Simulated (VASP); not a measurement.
## FeO (Wuestite): single point with PBE

**What was measured.**

“W\"ustite: Electric, thermodynamic and optical properties of FeO”, 2012, arxiv:1203.1201 quotes, for a bulk crystal of FeO: band gap 2.4 eV (optical).

FeO (Wuestite):

```
Fe O
1.0
     0.00000    2.15540    2.15540
     2.15540    0.00000    2.15540
     2.15540    2.15540    0.00000
Fe O
1 1
Direct
  0.00000 0.00000 0.00000
  0.50000 0.50000 0.50000
```

```json
{
 "Program": "VASP 6.6.1",
 "Task": "single point",
 "Functional": "PBE",
 "Potentials or basis": "VASP PAW PBE potentials, release 64 (Fe_sv, O)",
 "Cutoff": "600 eV",
 "k mesh": "11 × 11 × 11",
 "Occupations": "gaussian, width 0.017 eV",
 "Spin": "collinear spin, ferromagnetic start",
 "Starting moments": "[3.0, 0.0] μB",
 "Dipole correction": "no",
 "Second run": "valence_matched",
 "Further INCAR settings": "ALGO = Normal; EDIFF = 1e-06; NBANDS = 22"
}
```

```yaml
Pressure: -2.6 GPa
Band_gap_on_the_k_mesh: zero (filled and empty bands overlap)
Net_moment: 4.00 μB per cell
Site_moments: Fe +3.48; O +0.30 μB
Valence_electrons_inside_the_program's_atomic_spheres: Fe 13.61; O 4.99
```

Levels at points of the mesh, in eV from the Fermi level:
Spin up:
```csv
k point,band 11,band 12,band 13,band 14,band 15,band 16
"(0.00, 0.00, 0.00)",-3.88,-3.68,-3.68,0.01,15.24,16.94
```
Spin down:
```csv
k point,band 6,band 7,band 8,band 9,band 10,band 11,band 12,band 13
"(0.00, 0.00, 0.00)",-3.33,-3.33,-3.33,-0.74,-0.74,-0.74,0.21,0.21
```

Wall time 18 s on 1 thread of Intel(R) Xeon(R) 6975P-C (Granite Rapids) (shared host), peak memory 0.18 GiB.

A measured gap of FeO is 2.4 eV (optical; quoted in “W\"ustite: Electric, thermodynamic and optical properties of FeO”, 2012, arxiv:1203.1201); the calculated 0.00 eV misses it by -2.40 eV. So large a miss can be the level of theory's own, or it may mean another phase, state or a wrong row. The value is that of PBE on a finite k mesh, which can miss the band edges, without temperature or zero-point motion. Semilocal functionals fall short of measured gaps as a rule. The run's magnetic order (collinear spin, ferromagnetic start) needn't be the measured crystal's.

Caveat: a cell with one magnetic atom can't hold antiferromagnetic order, which such compounds often take; semilocal functionals often make such compounds metallic where correlation or magnetic order opens a gap, which also shifts bond lengths.
